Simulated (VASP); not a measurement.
# BaF2 (Fm-3m) in VASP: notebook, part 2 of 2

VASP 6.6.1. The steps go on from the part before.

**4. Single point, revPBE+D3(BJ)**

INCAR reads:

```
SYSTEM = BaF2
PREC     = Accurate       ! precision mode
ENCUT    = 600            ! plane-wave cutoff, eV
EDIFF    = 1E-6           ! SCF threshold, eV
ISMEAR   = 0              ! smearing method
SIGMA    = 0.05           ! smearing width, eV
LREAL    = .False.        ! projectors in reciprocal space
LASPH    = .True.         ! aspherical terms in the spheres
NELM     = 120            ! most SCF steps
ALGO     = Normal         ! electronic algorithm
ISIF     = 2              ! what is computed and relaxed
LWAVE    = .False.        ! write WAVECAR
LCHARG   = .False.        ! write CHGCAR
GGA      = RE             ! functional
IVDW     = 12             ! dispersion correction
NBANDS   = 19             ! bands
GGA_COMPAT= .False.
```

KPOINTS reads:

```
regular mesh
0
Gamma
  6 6 6
  0 0 0
```

POSCAR reads:

```
BaF2
1.0
    0.0000000000      3.1099041394      3.1099041394
    3.1099041394      0.0000000000      3.1099041394
    3.1099041394      3.1099041394      0.0000000000
Ba F
1 2
Direct
    0.0000000000      0.0000000000      0.0000000000
    0.2500000000      0.2500000000      0.2500000000
    0.7500000000      0.7500000000      0.7500000000
```

Potentials or basis: VASP PAW PBE potentials, release 64 (Ba_sv, F).

Command:

```bash
cat potpaw_PBE.64/Ba_sv/POTCAR potpaw_PBE.64/F/POTCAR > POTCAR
mpirun -np 1 vasp_std > vasp.out
```

OUTCAR:

```text
SYSTEM = BaF2
   PREC = Accurate
   ENCUT = 600
   EDIFF = 1E-6
   ISMEAR = 0
   LREAL = .False.
   LASPH = .True.
   NELM = 120
   ISIF = 2
   GGA = RE
   IVDW = 12
 IVDW          = 12

 ion  position               nearest neighbor table
   1  0.000  0.000  0.000-   3 2.69   3 2.69   3 2.69   2 2.69   3 2.69   2 2.69   2 2.69   2 2.69

   2  0.250  0.250  0.250-   1 2.69   1 2.69   1 2.69   1 2.69
   3  0.750  0.750  0.750-   1 2.69   1 2.69   1 2.69   1 2.69

  LATTYP: Found a face centered cubic cell.
 ALAT       =     6.2198082788

  Lattice vectors:
[... 532 lines left out ...]

 Edisp (eV)   -0.70510

 E8    (eV) :    -0.5038

  FORCE on cell =-STRESS in cart. coord.  units (eV):
  Direction    XX          YY          ZZ          XY          YZ          ZX
  --------------------------------------------------------------------------------------
  -------------------------------------------------------------------------------------
  Total       0.69022     0.69022     0.69022    -0.00000     0.00000     0.00000
  in kB      18.38341    18.38341    18.38341    -0.00000     0.00000     0.00000
  external pressure =       18.38 kB  Pullay stress =        0.00 kB

 VOLUME and BASIS-vectors are now :
 -----------------------------------------------------------------------------
  energy-cutoff  :      600.00
  volume of cell :       60.15
      direct lattice vectors                 reciprocal lattice vectors
     0.000000000  3.109904139  3.109904139    -0.160776660  0.160776660  0.160776660
     3.109904139  0.000000000  3.109904139     0.160776660 -0.160776660  0.160776660
     3.109904139  3.109904139  0.000000000     0.160776660  0.160776660 -0.160776660

 POSITION                                       TOTAL-FORCE (eV/Angst)
 -----------------------------------------------------------------------------------
      0.00000      0.00000      0.00000        -0.000000     -0.000000     -0.000000
      1.55495      1.55495      1.55495         0.000000      0.000000      0.000000
      4.66486      4.66486      4.66486        -0.000000     -0.000000     -0.000000
 -----------------------------------------------------------------------------------
    total drift:                                0.000000      0.000000      0.000000

  FREE ENERGIE OF THE ION-ELECTRON SYSTEM (eV)
  ---------------------------------------------------
  free  energy   TOTEN  =       -17.0707243484 eV

  energy  without entropy=      -17.0707243484  energy(sigma->0) =      -17.07072435
```

OSZICAR:

```text
N       E                     dE             d eps       ncg     rms          rms(c)
DAV:   1     0.160254515331E+03    0.16025E+03   -0.13984E+04   608   0.132E+03
DAV:   2    -0.997525421367E+01   -0.17023E+03   -0.16593E+03   756   0.276E+02
DAV:   3    -0.179795016388E+02   -0.80042E+01   -0.79750E+01   769   0.606E+01
DAV:   4    -0.180972723070E+02   -0.11777E+00   -0.11762E+00   757   0.710E+00
DAV:   5    -0.181005863606E+02   -0.33141E-02   -0.33137E-02   695   0.879E-01    0.862E+00
DAV:   6    -0.162785400519E+02    0.18220E+01   -0.76785E+00   629   0.215E+01    0.412E+00
DAV:   7    -0.162966712106E+02   -0.18131E-01   -0.29214E-01   669   0.414E+00    0.218E+00
DAV:   8    -0.163492105349E+02   -0.52539E-01   -0.85777E-02   625   0.309E+00    0.330E-01
DAV:   9    -0.163604157754E+02   -0.11205E-01   -0.16504E-02   657   0.934E-01    0.154E-01
DAV:  10    -0.163655703737E+02   -0.51546E-02   -0.65075E-03   666   0.543E-01    0.387E-02
DAV:  11    -0.163655724670E+02   -0.20933E-05   -0.20898E-04   697   0.118E-01    0.239E-02
DAV:  12    -0.163656241229E+02   -0.51656E-04   -0.10274E-04   629   0.815E-02    0.560E-03
DAV:  13    -0.163656248132E+02   -0.69029E-06   -0.17644E-06   635   0.106E-02
   1 F= -.17070724E+02 E0= -.17070724E+02  d E =-.271274E-15
```

It took 47 s on 1 thread of Intel Xeon 8259CL, shared host; peak memory 0.22 GiB.

What came out:

```
Free energy                : -17.0707 eV
Pressure                   : 1.8 GPa
Band gap on the k mesh     : 7.03 eV, indirect (least direct gap 7.09 eV)
Dispersion energy per atom : -0.235 eV
```

Caveat: the PAW data sets were made with another functional, which shifts forces and pressure a little; spin-orbit coupling is left out, which moves the levels of the heavy elements.

**5. Single point, revPBE+D3(BJ)**

This run uses another cell than the first one, of 20.39 Å³/atom, 1.018 times its volume.

INCAR reads:

```
PREC = Accurate
ENCUT = 600
EDIFF = 1E-6
ISMEAR = 0
SIGMA = 0.05
LREAL = F
LASPH = T
NELM = 120
ALGO = Normal
ISIF = 2
LWAVE = F
LCHARG = T
GGA = RE
IVDW = 12
LELF = T
LVHAR = T
NBANDS = 19
GGA_COMPAT = F
```

KPOINTS reads:

```
regular mesh
0
Gamma
  6 6 6
```

POSCAR reads:

```
BaF2
1.0
    0.0000000000      3.1272130925      3.1272130925
    3.1272130925      0.0000000000      3.1272130925
    3.1272130925      3.1272130925      0.0000000000
Ba F
1 2
Direct
    0.0000000000      0.0000000000      0.0000000000
    0.2500000000      0.2500000000      0.2500000000
    0.7500000000      0.7500000000      0.7500000000
```

Command:

```bash
cat potpaw_PBE.64/Ba_sv/POTCAR potpaw_PBE.64/F/POTCAR > POTCAR
mpirun -np 1 vasp_std > vasp.out
```

Run time: 42 s. Hardware: 1 thread of Intel Xeon 8259CL, shared host; peak memory 0.21 GiB.

It converged, with:

| Quantity | Value |
| --- | --- |
| Free energy | -17.0809 eV |
| Pressure | 0.9 GPa |
| Band gap on the k mesh | 6.95 eV, indirect (least direct gap 7.00 eV) |
| Dispersion energy per atom | -0.231 eV |

Levels at points of the mesh, in eV from the valence-band top:
```
           k point  band 9  band 10  band 11  band 12  band 13  band 14  band 15  band 16
(0.00, 0.00, 0.00)   -1.39    -0.05    -0.05    -0.05     6.95     9.15     9.15    11.21
(0.50, 0.00, 0.00)   -0.61    -0.33    -0.16    -0.16     9.05     9.15     9.15    10.04
(0.50, 0.50, 0.00)   -0.33    -0.31    -0.31    -0.09     7.39     8.93    10.52    11.73
```

Caveat: the PAW data sets were made with another functional, which shifts forces and pressure a little; spin-orbit coupling is left out, which moves the levels of the heavy elements.

**6. Single point, revPBE**

This run uses another cell than the first one, of 20.31 Å³/atom, 1.014 times its volume.

INCAR reads:

```
ALGO = Normal ; EDIFF = 1E-6
ENCUT = 600 ; GGA = RE
GGA_COMPAT = F ; ISIF = 2
ISMEAR = 0 ; LASPH = T
LCHARG = F ; LREAL = F
LWAVE = F ; NBANDS = 19
NELM = 120 ; PREC = Accurate
SIGMA = 0.05
```

KPOINTS reads:

```
k-points
0
Gamma
  6 6 6
```

POSCAR reads:

```
BaF2
1.0
    0.0000000000      3.1233877021      3.1233877021
    3.1233877021      0.0000000000      3.1233877021
    3.1233877021      3.1233877021      0.0000000000
Ba F
1 2
Direct
    0.0000000000      0.0000000000      0.0000000000
    0.2500000000      0.2500000000      0.2500000000
    0.7500000000      0.7500000000      0.7500000000
```

Potentials or basis: VASP PAW PBE potentials, release 64 (Ba_sv, F).

Command:

```bash
cat potpaw_PBE.64/Ba_sv/POTCAR potpaw_PBE.64/F/POTCAR > POTCAR
mpirun -np 1 vasp_std > vasp.out
```

OUTCAR:

```text
EDIFF = 1E-6
   ENCUT = 600
   GGA = RE
   ISIF = 2
   ISMEAR = 0
   LASPH = T
   LREAL = F
   NELM = 120
   PREC = Accurate

 ion  position               nearest neighbor table
   1  0.000  0.000  0.000-   3 2.70   3 2.70   3 2.70   2 2.70   3 2.70   2 2.70   2 2.70   2 2.70

   2  0.250  0.250  0.250-   1 2.70   1 2.70   1 2.70   1 2.70
   3  0.750  0.750  0.750-   1 2.70   1 2.70   1 2.70   1 2.70

  LATTYP: Found a face centered cubic cell.
 ALAT       =     6.2467754042

  Lattice vectors:

 A1 = (   0.0000000000,   3.1233877021,   3.1233877021)
 A2 = (   3.1233877021,   0.0000000000,   3.1233877021)
 A3 = (   3.1233877021,   3.1233877021,   0.0000000000)

Analysis of symmetry for initial positions (statically):
=====================================================================
 Subroutine PRICEL returns:
 Original cell was already a primitive cell.

 Routine SETGRP: Setting up the symmetry group for a
 face centered cubic supercell.

[... 155 lines left out ...]
  free energy    TOTEN  =       -16.38351164 eV

  energy without entropy =      -16.38351164  energy(sigma->0) =      -16.38351164

 E-fermi :  -1.6819     XC(G=0):  -8.2879

 val. band max:       -2.0188606869   @ k =  -0.1667   0.1667   0.0000
 cond. band min:       4.9490854392   @ k =   0.0000   0.0000   0.0000
 fundamental gap:      6.9679461261
 Fermi energy:        -1.6819062278

 k-point     1 :       0.0000    0.0000    0.0000
  band No.  band energies     occupation
      1     -25.2380      2.00000
      2     -20.9977      2.00000
      3     -20.9745      2.00000
      4     -10.1163      2.00000
      5     -10.1163      2.00000
      6     -10.1163      2.00000
[... 329 lines left out ...]
      6     -10.0944      2.00000
[... 11 lines left out ...]
     18      12.3806      0.00000
     19      12.6251      0.00000

------------------------ aborting loop because EDIFF is reached ----------------------------------------

  FORCE on cell =-STRESS in cart. coord.  units (eV):
  Direction    XX          YY          ZZ          XY          YZ          ZX
  --------------------------------------------------------------------------------------
  -------------------------------------------------------------------------------------
  Total        1.1252699      1.1252699      1.1252699     -0.0000000      0.0000000      0.0000000
  in kB       29.5841842     29.5841842     29.5841842     -0.0000000      0.0000000      0.0000000
  external PRESSURE =      29.5841842 kB  Pullay stress =       0.0000000 kB

 VOLUME and BASIS-vectors are now :
 -----------------------------------------------------------------------------
  energy-cutoff  :      600.00
  volume of cell :       60.94
      direct lattice vectors                 reciprocal lattice vectors
     0.000000000  3.123387702  3.123387702    -0.160082592  0.160082592  0.160082592
     3.123387702  0.000000000  3.123387702     0.160082592 -0.160082592  0.160082592
     3.123387702  3.123387702  0.000000000     0.160082592  0.160082592 -0.160082592

 POSITION                                       TOTAL-FORCE (eV/Angst)
 -----------------------------------------------------------------------------------
      0.00000      0.00000      0.00000        -0.000000     -0.000000     -0.000000
      1.56169      1.56169      1.56169         0.000000      0.000000      0.000000
      4.68508      4.68508      4.68508        -0.000000     -0.000000     -0.000000
 -----------------------------------------------------------------------------------
    total drift:                                0.000000      0.000000      0.000000

  FREE ENERGIE OF THE ION-ELECTRON SYSTEM (eV)
  ---------------------------------------------------
  free  energy   TOTEN  =       -16.3835116418 eV

  energy  without entropy=      -16.3835116418  energy(sigma->0) =      -16.38351164
```

OSZICAR:

```text
N       E                     dE             d eps       ncg     rms          rms(c)
DAV:   1     0.162159129783E+03    0.16216E+03   -0.13994E+04   608   0.131E+03
DAV:   2    -0.983956705732E+01   -0.17200E+03   -0.16659E+03   759   0.278E+02
DAV:   3    -0.179924017163E+02   -0.81528E+01   -0.81220E+01   780   0.608E+01
DAV:   4    -0.181224256878E+02   -0.13002E+00   -0.12986E+00   732   0.722E+00
DAV:   5    -0.181257920797E+02   -0.33664E-02   -0.33662E-02   729   0.942E-01    0.857E+00
DAV:   6    -0.162977890846E+02    0.18280E+01   -0.77562E+00   635   0.213E+01    0.406E+00
DAV:   7    -0.163140908129E+02   -0.16302E-01   -0.28029E-01   664   0.410E+00    0.214E+00
DAV:   8    -0.163669484544E+02   -0.52858E-01   -0.86708E-02   625   0.311E+00    0.323E-01
DAV:   9    -0.163782321902E+02   -0.11284E-01   -0.15748E-02   665   0.911E-01    0.154E-01
DAV:  10    -0.163834543444E+02   -0.52222E-02   -0.64807E-03   663   0.540E-01    0.375E-02
DAV:  11    -0.163834571047E+02   -0.27603E-05   -0.17903E-04   697   0.108E-01    0.221E-02
DAV:  12    -0.163835110157E+02   -0.53911E-04   -0.95465E-05   635   0.789E-02    0.566E-03
DAV:  13    -0.163835116418E+02   -0.62610E-06   -0.15677E-06   624   0.100E-02
   1 F= -.16383512E+02 E0= -.16383512E+02  d E =-.296561E-22
```

stdout:

```text
POSCAR found type information on POSCAR BaF
 POSCAR found :  2 types and       3 ions
 scaLAPACK will be used
 -----------------------------------------------------------------------------
|                                                                             |
|                                                                             |
|     You enforced a specific xc type in the INCAR file but a different       |
|     I HOPE YOU KNOW WHAT YOU ARE DOING!                                     |
|                                                                             |
 -----------------------------------------------------------------------------

 LDA part: xc-table for (Slater+PW92), standard interpolation
 POSCAR, INCAR and KPOINTS ok, starting setup
 FFT: planning ... GRIDC
 FFT: planning ... GRID_SOFT
 FFT: planning ... GRID
 WAVECAR not read
 entering main loop
```

It took 42 s on 1 thread of Intel Xeon 8259CL, shared host; peak memory 0.21 GiB.

What came out:

* Free energy: -16.3835 eV
* Pressure: 3.0 GPa
* Band gap on the k mesh: 6.97 eV, indirect (least direct gap 7.02 eV)

Caveat: the PAW data sets were made with another functional, which shifts forces and pressure a little; spin-orbit coupling is left out, which moves the levels of the heavy elements.

**7. Overview**

```csv
level,cell,gap on the mesh (eV),pressure (GPa)
PBEsol,"a = 4.397 Å, angles 60.0°, 3 atoms",6.60,-1.2
PBE+D3(BJ),"a = 4.419 Å, angles 60.0°, 3 atoms",6.67,-0.2
revPBE+D3(BJ),"a = 4.398 Å, angles 60.0°, 3 atoms",7.03,1.8
revPBE+D3(BJ),"a = 4.423 Å, angles 60.0°, 3 atoms",6.95,0.9
revPBE,"a = 4.417 Å, angles 60.0°, 3 atoms",6.97,3.0
```

Alike in all rows: task single point; potentials or basis VASP PAW PBE potentials, release 64 (Ba_sv, F); no spin polarisation; k mesh 6 × 6 × 6; cutoff (eV) 600; smearing gaussian 0.05 eV.

Caveats: spin-orbit coupling is left out, which moves the levels of the heavy elements; the PAW data sets were made with another functional, which shifts forces and pressure a little (some runs); three body term missing (some runs).

Total energies depend on the potentials used, so only differences within one code and one set of settings carry meaning.
